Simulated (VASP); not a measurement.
# HfC5 (P4/mmm) in VASP: further runs, part 2 of 2

VASP 6.6.1. Earlier steps stand in the parts before.

### Step 3. Single point, PBE

This run uses another cell than the first one, of 13.65 Å³/atom.

The input, INCAR:

```
  PREC = Accurate
  ENCUT = 520
  EDIFF = 1E-6
  ISMEAR = 0
  SIGMA = 0.1
  LREAL = F
  LASPH = T
  NELM = 80
  ALGO = Normal
  ISIF = 2
  LWAVE = F
  LCHARG = T
  GGA = PE
  LELF = T
  LVHAR = T
  NBANDS = 24
```

The input, KPOINTS:

```
regular mesh
0
Gamma
  10 10 6
```

The input, POSCAR:

```
HfC5
1.0
    3.3533923845      0.0000000000      0.0000000000
    0.0000000000      3.3533923845      0.0000000000
    0.0000000000      0.0000000000      7.2805623473
Hf C
1 5
Direct
    0.5000000000      0.5000000000      0.0000000000
    0.3007724546      0.0000000000      0.5000000000
    0.6992275454      0.0000000000      0.5000000000
    0.0000000000      0.6992275454      0.5000000000
    0.0000000000      0.3007724546      0.5000000000
    0.0000000000      0.0000000000      0.0000000000
```

Potentials or basis: VASP PAW PBE potentials, release 64 (Hf_pv, C).

The run is started by

```console
$ cat potpaw_PBE.64/Hf_pv/POTCAR potpaw_PBE.64/C/POTCAR > POTCAR
$ mpirun -np 1 vasp_std > vasp.out
```

OUTCAR:

```text
PREC = Accurate
   ENCUT = 520
   EDIFF = 1E-6
   ISMEAR = 0
   LREAL = F
   LASPH = T
   NELM = 80
   ISIF = 2
   GGA = PE

 ion  position               nearest neighbor table
   1  0.500  0.500  0.000-   6 2.37   6 2.37   6 2.37   6 2.37
   2  0.301  0.000  0.500-   3 1.34   4 1.43   5 1.43   3 2.02
   3  0.699  0.000  0.500-   2 1.34   4 1.43   5 1.43   2 2.02
   4  0.000  0.699  0.500-   5 1.34   3 1.43   2 1.43   5 2.02
   5  0.000  0.301  0.500-   4 1.34   3 1.43   2 1.43   4 2.02
   6  0.000  0.000  0.000-   1 2.37   1 2.37   1 2.37   1 2.37

  LATTYP: Found a simple tetragonal cell.
 ALAT       =     3.3533923845
 C/A-ratio  =     2.1711036206

  Lattice vectors:

 A1 = (   3.3533923845,   0.0000000000,   0.0000000000)
 A2 = (   0.0000000000,   3.3533923845,   0.0000000000)
 A3 = (   0.0000000000,   0.0000000000,   7.2805623473)

Analysis of symmetry for initial positions (statically):
=====================================================================
 Subroutine PRICEL returns:
 Original cell was already a primitive cell.

 Routine SETGRP: Setting up the symmetry group for a
 simple tetragonal supercell.

 Subroutine GETGRP returns: Found 16 space group operations
 (whereof 16 operations were pure point group operations)
 out of a pool of 16 trial point group operations.

The static configuration has the point symmetry D_4h.

Analysis of symmetry for dynamics (positions and initial velocities):
=====================================================================
 Subroutine PRICEL returns:
 Original cell was already a primitive cell.

 Routine SETGRP: Setting up the symmetry group for a
 simple tetragonal supercell.

 Subroutine GETGRP returns: Found 16 space group operations
 (whereof 16 operations were pure point group operations)
 out of a pool of 16 trial point group operations.

The dynamic configuration has the point symmetry D_4h.

 Subroutine INISYM returns: Found 16 space group operations
 (whereof 16 operations are pure point group operations),
[... 127 lines left out ...]
  Thomas-Fermi vector in A             =   2.307930
   LORBIT       =      0    0 simple, 1 ext, 2 COOP (PROOUT), +10 PAW based schemes
   GGA     = PE    functional components
   LHFCALC =     F    Hartree Fock is set to
   AEXX    =    0.0000 exact exchange contribution
   IVDW    =     0    specifies the selected vdW correction
   LEPSILON=     F    determine dielectric tensor
   LRPA    =     F    only Hartree local field effects (RPA)
 non-spin polarized calculation
 Gauss-broadening in eV      SIGMA  =   0.10
  energy-cutoff  :      520.00
  volume of cell :       81.87
 maximum number of plane-waves:      2224
 NGX is ok and might be reduce to    28
   NGX = 13   NGY = 13   NGZ = 27

 number of electron      29.9999998 magnetization

 Free energy of the ion-electron system (eV)
  ---------------------------------------------------
  ext. energy  EPLUGINS =         0.00000000
  ---------------------------------------------------
  free energy    TOTEN  =       -52.40347795 eV

  energy without entropy =      -52.39659845  energy(sigma->0) =      -52.40003820

 E-fermi :   2.8940     XC(G=0):  -9.5212

 val. band max:        2.8802124117   @ k =   0.4000   0.3000   0.3333
 cond. band min:       2.8942625189   @ k =   0.4000   0.3000   0.5000
 fundamental gap:      0.0140501072
 Fermi energy:         2.8939851348

 k-point     1 :       0.0000    0.0000    0.0000
  band No.  band energies     occupation
      1     -28.6488      2.00000
      2     -27.7001      2.00000
      3     -27.7001      2.00000
      4     -16.7746      2.00000
      5      -8.3810      2.00000
      6      -8.2155      2.00000
[... 637 lines left out ...]
     23       9.3580      0.00000
     24       9.5616      0.00000

 [... further k-points ...]

------------------------ aborting loop because EDIFF is reached ----------------------------------------

  FORCE on cell =-STRESS in cart. coord.  units (eV):
  Direction    XX          YY          ZZ          XY          YZ          ZX
  --------------------------------------------------------------------------------------
  -------------------------------------------------------------------------------------
  Total       -0.0468216     -0.0468216     -0.0229073      0.0000000      0.0000000      0.0000000
  in kB       -0.9162702     -0.9162702     -0.4482811      0.0000000      0.0000000      0.0000000
  external PRESSURE =      -0.7602738 kB  Pullay stress =       0.0000000 kB

 VOLUME and BASIS-vectors are now :
 -----------------------------------------------------------------------------
  energy-cutoff  :      520.00
  volume of cell :       81.87
      direct lattice vectors                 reciprocal lattice vectors
     3.353392385  0.000000000  0.000000000     0.298205484  0.000000000  0.000000000
     0.000000000  3.353392385  0.000000000     0.000000000  0.298205484  0.000000000
     0.000000000  0.000000000  7.280562347     0.000000000  0.000000000  0.137352028

 POSITION                                       TOTAL-FORCE (eV/Angst)
 -----------------------------------------------------------------------------------
      1.67670      1.67670      0.00000        -0.000000      0.000000      0.000000
      1.00861      0.00000      3.64028         0.053635     -0.000000      0.000000
      2.34478      0.00000      3.64028        -0.053635     -0.000000      0.000000
      0.00000      2.34478      3.64028         0.000000     -0.053635     -0.000000
      0.00000      1.00861      3.64028        -0.000000      0.053635      0.000000
      0.00000      0.00000      0.00000        -0.000000      0.000000      0.000000
 -----------------------------------------------------------------------------------
    total drift:                                0.000000      0.000000      0.000000

  FREE ENERGIE OF THE ION-ELECTRON SYSTEM (eV)
  ---------------------------------------------------
  free  energy   TOTEN  =       -52.4034779544 eV

  energy  without entropy=      -52.3965984496  energy(sigma->0) =      -52.40003820
```

Run time: 3.3 min. Hardware: 1 thread of Intel Xeon Platinum 8488C (Sapphire Rapids), shared host; peak memory 0.27 GiB.

Results:

```yaml
Free_energy: -52.4035 eV
Pressure: -0.1 GPa
Largest_force: 0.054 eV/Å
Band_gap_on_the_k_mesh: zero (bands 15 and 16 overlap by 1.55 eV)
```

Forces on the atoms (eV/Å):
```
Hf   0.000  0.000  0.000
C    0.054  0.000  0.000
C   -0.054  0.000  0.000
C    0.000 -0.054  0.000
C    0.000  0.054  0.000
C    0.000  0.000  0.000
```

Levels at points of the mesh, in eV from the Fermi level:
| k point | band 13 | band 14 | band 15 | band 16 | band 17 | band 18 |
| --- | --- | --- | --- | --- | --- | --- |
| (0.00, 0.00, 0.00) | -0.09 | 0.17 | 1.19 | 1.19 | 1.80 | 2.94 |
| (0.50, 0.00, 0.00) | -3.16 | -1.86 | -1.57 | 1.24 | 3.44 | 4.46 |
| (0.50, 0.50, 0.00) | -2.71 | -0.84 | -0.84 | 1.03 | 1.09 | 1.09 |
| (0.00, 0.00, 0.50) | -0.11 | 0.79 | 1.18 | 1.18 | 1.85 | 3.06 |
| (0.50, 0.00, 0.50) | -3.03 | -1.86 | -1.83 | 1.69 | 3.45 | 4.17 |
| (0.50, 0.50, 0.50) | -2.70 | -0.73 | -0.73 | 0.83 | 0.87 | 0.87 |

Caveat: spin-orbit coupling is left out, which moves the levels of the heavy elements.

### Step 4. Relaxation of cell and atoms, PBE

This run uses another cell than the first one, of 14.63 Å³/atom.

The input, INCAR:

```
SYSTEM = HfC5
PREC = Accurate
ENCUT = 600
EDIFF = 1E-6
ISMEAR = 0
SIGMA = 0.2
LREAL = .False.
LASPH = .True.
NELM = 60
ALGO = Normal
ISIF = 3
LWAVE = .False.
LCHARG = .False.
GGA = PE
IBRION = 2
NSW = 36
EDIFFG = -0.08
```

The input, KPOINTS:

```
regular mesh
0
Gamma
  4 4 4
  0 0 0
```

The input, POSCAR:

```
HfC5
1.0
    4.2795339500      0.0000000000      0.0000000000
    0.0000000000      4.2795339500      0.0000000000
    0.0000000000      0.0000000000      4.7930554300
Hf C
1 5
Direct
    0.5000000000      0.5000000000      0.0000000000
    0.2568259000      0.0000000000      0.5000000000
    0.7431741000      0.0000000000      0.5000000000
    0.0000000000      0.7431741000      0.5000000000
    0.0000000000      0.2568259000      0.5000000000
    0.0000000000      0.0000000000      0.0000000000
```

The run is started by

```console
$ cat potpaw_PBE.64/Hf_pv/POTCAR potpaw_PBE.64/C/POTCAR > POTCAR
$ mpirun -np 1 vasp_std > vasp.out
```

It took 12 min on 1 thread of Intel Xeon Platinum 8488C (Sapphire Rapids), shared host; peak memory 0.24 GiB.

The run converged. Its results:

```
Free energy                           : -52.2458 eV
Relaxed volume                        : 12.42 Å³/atom
Relaxed cell                          : a = 3.353 Å, b = 3.353 Å, c = 6.626 Å, α = 90.00°, β = 90.00°, γ = 90.00°
Space group after relaxing (to 0.1 Å) : P4/mmm (No. 123)
Pressure after relaxing               : -0.2 GPa
Largest force after relaxing          : 0.016 eV/Å
Band gap on the k mesh                : zero (bands 15 and 16 overlap by 0.81 eV)
```

Forces on the atoms (eV/Å):
```
Hf   0.000  0.000  0.000
C   -0.016  0.000  0.000
C    0.016  0.000  0.000
C    0.000  0.016  0.000
C    0.000 -0.016  0.000
C    0.000  0.000  0.000
```

Stress tensor (GPa, compression positive):
```
-0.26  0.00  0.00
 0.00 -0.26  0.00
 0.00  0.00 -0.14
```

Final structure:
```
Hf C
1.0
     3.35318    0.00000    0.00000
     0.00000    3.35318    0.00000
     0.00000    0.00000    6.62551
Hf C
1 5
Direct
  0.50000 0.50000 0.00000
  0.30103 0.00000 0.50000
  0.69897 0.00000 0.50000
  0.00000 0.69897 0.50000
  0.00000 0.30103 0.50000
  0.00000 0.00000 0.00000
```

Levels at points of the mesh, in eV from the Fermi level:
```csv
k point,band 13,band 14,band 15,band 16,band 17,band 18
"(0.00, 0.00, 0.00)",-0.50,-0.10,0.73,0.73,1.09,2.33
"(0.50, 0.00, 0.00)",-3.91,-2.30,-1.72,0.85,3.03,3.81
"(0.50, 0.50, 0.00)",-3.50,-1.29,-1.29,0.79,0.93,0.93
"(0.00, 0.00, 0.50)",-0.60,0.69,0.69,0.77,1.26,2.68
"(0.50, 0.00, 0.50)",-3.53,-2.31,-2.27,1.58,3.07,3.88
"(0.50, 0.50, 0.50)",-3.48,-1.06,-1.06,0.34,0.47,0.47
```

Caveat: the k points lie up to 0.47 Å⁻¹ apart in the final cell, too coarse for converged energies and pressures of a metal; the volume moved by over 15 % at a fixed basis, so the end points are rough; spin-orbit coupling is left out, which moves the levels of the heavy elements.

### Step 5. Relaxation of cell and atoms, PBE

This run uses another cell than the first one, of 12.79 Å³/atom.

The input, INCAR:

```
PREC = Accurate ; ENCUT = 600
EDIFF = 1E-6 ; ISMEAR = 0
SIGMA = 0.1 ; LREAL = F
LASPH = T ; NELM = 100
ALGO = Normal ; ISIF = 3
LWAVE = F ; LCHARG = F
GGA = PE ; IBRION = 2
NSW = 90 ; EDIFFG = -0.04
```

The input, KPOINTS:

```
regular mesh
0
Gamma
  6 6 4
```

The input, POSCAR:

```
HfC5
1.0
    3.3534479353      0.0000000000      0.0000000000
    0.0000000000      3.3534479353      0.0000000000
    0.0000000000      0.0000000000      6.8213418011
Hf C
1 5
Direct
    0.5000000000      0.5000000000      0.0000000000
    0.3009857694      0.0000000000      0.5000000000
    0.6990142306      0.0000000000      0.5000000000
    0.0000000000      0.6990142306      0.5000000000
    0.0000000000      0.3009857694      0.5000000000
    0.0000000000      0.0000000000      0.0000000000
```

Potentials or basis: VASP PAW PBE potentials, release 64 (Hf_pv, C).

The run is started by

```console
$ cat potpaw_PBE.64/Hf_pv/POTCAR potpaw_PBE.64/C/POTCAR > POTCAR
$ mpirun -np 1 vasp_std > vasp.out
```

OUTCAR:

```text
PREC = Accurate
   ENCUT = 600
   EDIFF = 1E-6
   ISMEAR = 0
   LREAL = F
   LASPH = T
   NELM = 100
   ISIF = 3
   GGA = PE
   IBRION = 2
   NSW = 90
   EDIFFG = -0.04

 ion  position               nearest neighbor table
   1  0.500  0.500  0.000-   6 2.37   6 2.37   6 2.37   6 2.37
   2  0.301  0.000  0.500-   3 1.33   4 1.43   5 1.43   3 2.02
   3  0.699  0.000  0.500-   2 1.33   4 1.43   5 1.43   2 2.02
   4  0.000  0.699  0.500-   5 1.33   3 1.43   2 1.43   5 2.02
   5  0.000  0.301  0.500-   4 1.33   3 1.43   2 1.43   4 2.02
   6  0.000  0.000  0.000-   1 2.37   1 2.37   1 2.37   1 2.37

  LATTYP: Found a simple tetragonal cell.
 ALAT       =     3.3534479353
 C/A-ratio  =     2.0341278388

  Lattice vectors:

 A1 = (   3.3534479353,   0.0000000000,   0.0000000000)
 A2 = (   0.0000000000,   3.3534479353,   0.0000000000)
 A3 = (   0.0000000000,   0.0000000000,   6.8213418011)
[... 835 lines left out ...]
     18       7.7145      0.00000
     19       7.7395      0.00000

 [... further k-points ...]

[... ionic steps 4 to 12 ...]

--------------------------------------- Ionic step       13  -------------------------------------------

 number of electron      29.9999994 magnetization

------------------------ aborting loop because EDIFF is reached ----------------------------------------
[... 75 lines left out ...]
--------------------------------------- Ionic step       15  -------------------------------------------

 number of electron      29.9999995 magnetization

 Free energy of the ion-electron system (eV)
  ---------------------------------------------------
  ext. energy  EPLUGINS =         0.00000000
  ---------------------------------------------------
  free energy    TOTEN  =       -52.37940817 eV

  energy without entropy =      -52.36904115  energy(sigma->0) =      -52.37422466

 E-fermi :   2.9828     XC(G=0):  -9.6377

 val. band max:        2.9675618881   @ k =   0.1667   0.1667   0.5000
 cond. band min:       3.2253027213   @ k =   0.0000   0.0000   0.0000
 fundamental gap:      0.2577408332
 Fermi energy:         2.9828205691

 k-point     1 :       0.0000    0.0000    0.0000
  band No.  band energies     occupation
      1     -28.5070      2.00000
      2     -27.5757      2.00000
      3     -27.5757      2.00000
      4     -16.6718      2.00000
      5      -8.2086      2.00000
      6      -8.0992      2.00000
[... 552 lines left out ...]
  FREE ENERGIE OF THE ION-ELECTRON SYSTEM (eV)
  ---------------------------------------------------
  free  energy   TOTEN  =       -52.3794081679 eV

  energy  without entropy=      -52.3690411492  energy(sigma->0) =      -52.37422466

 reached required accuracy - stopping structural energy minimisation
```

It took 5.5 min on 1 thread of Intel Xeon Platinum 8488C (Sapphire Rapids), shared host; peak memory 0.23 GiB.

What came out:

* Free energy: -52.3794 eV
* Relaxed volume: 13.39 Å³/atom
* Relaxed cell: a = 3.353 Å, b = 3.353 Å, c = 7.145 Å, α = 90.00°, β = 90.00°, γ = 90.00°
* Space group after relaxing (to 0.1 Å): P4/mmm (No. 123)
* Energy gained by relaxing: 2.6 meV/atom
* Ionic steps: 15
* Pressure after relaxing: -0.1 GPa
* Largest force after relaxing: 0.031 eV/Å
* Band gap on the k mesh: zero (bands 15 and 16 overlap by 1.65 eV)

Forces in eV/Å, atoms in the order of the input:
```
Hf   0.000  0.000  0.000
C    0.031  0.000  0.000
C   -0.031  0.000  0.000
C    0.000 -0.031  0.000
C    0.000  0.031  0.000
C    0.000  0.000  0.000
```

Step by step:
| step | energy change (eV) | largest force (eV/Å) | pressure (GPa) | volume (Å³) |
| --- | --- | --- | --- | --- |
| 1 | 0.0000 | 0.6298 | -0.02 | 76.71 |
| 2 | 0.2457 | 4.6614 | 2.68 | 76.69 |
| 3 | -0.0049 | 0.0124 | 0.16 | 76.71 |
| 4 | -0.0049 | 0.0251 | 0.17 | 76.71 |
| 5 | -0.0065 | 0.0117 | 0.67 | 76.83 |
| 6 | -0.0072 | 0.0045 | 1.29 | 76.97 |
| 7 | -0.0078 | 0.0067 | 1.23 | 77.07 |
| 8 | -0.0093 | 0.0157 | 1.09 | 77.36 |
| 9 | -0.0117 | 0.0309 | 0.81 | 77.94 |
| 10 | -0.0148 | 0.0518 | 0.28 | 79.10 |
| 11 | -0.0150 | 0.0660 | -0.70 | 81.43 |
| 12 | -0.0157 | 0.0619 | -0.30 | 80.41 |
| 13 | -0.0157 | 0.0619 | -0.21 | 80.25 |
| 14 | -0.0157 | 0.1436 | 0.00 | 80.40 |
| 15 | -0.0159 | 0.0310 | -0.14 | 80.32 |

Final structure:
```xyz
6
Lattice="3.3528 0.0000 0.0000 0.0000 3.3528 0.0000 0.0000 0.0000 7.1447" Properties=species:S:1:pos:R:3 pbc="T T T"
Hf    1.6764    1.6764    0.0000
C     1.0056    0.0000    3.5723
C     2.3472    0.0000    3.5723
C     0.0000    2.3472    3.5723
C     0.0000    1.0056    3.5723
C     0.0000    0.0000    0.0000
```

Caveat: spin-orbit coupling is left out, which moves the levels of the heavy elements.

### Step 6. The runs side by side

| task | cell | k mesh | cutoff (eV) | smearing | gap on the mesh (eV) | pressure (GPa) | relaxed volume (Å³/atom) | largest force (eV/Å) |
| --- | --- | --- | --- | --- | --- | --- | --- | --- |
| single point | a = 3.353, b = 3.353, c = 7.090 Å, 6 atoms, atomic positions A | 6 × 6 × 4 | 520 | gaussian 0.1 eV | none | 0.1 | - | 0.02 |
| single point | a = 3.353, b = 3.353, c = 7.281 Å, 6 atoms, atomic positions A | 10 × 10 × 6 | 520 | gaussian 0.1 eV | none | -0.1 | - | 0.05 |
| relaxation of cell and atoms | relaxed from a = 4.280, b = 4.280, c = 4.793 Å, 6 atoms, atomic positions B | 4 × 4 × 4 | 600 | gaussian 0.2 eV | none | -0.2 | 12.42 | 0.02 |
| relaxation of cell and atoms | relaxed from a = 3.353, b = 3.353, c = 6.821 Å, 6 atoms, atomic positions A | 6 × 6 × 4 | 600 | gaussian 0.1 eV | none | -0.1 | 13.39 | 0.03 |

Alike in all rows: level PBE; potentials or basis VASP PAW PBE potentials, release 64 (Hf_pv, C); no spin polarisation.

Caveats: some runs use coarse meshes; spin-orbit coupling is left out, which moves the levels of the heavy elements; the volume moved by over 15 % at a fixed basis, so the end points are rough (at least some runs).

Total energies depend on the potentials used, so only differences within one code and one set of settings carry meaning.
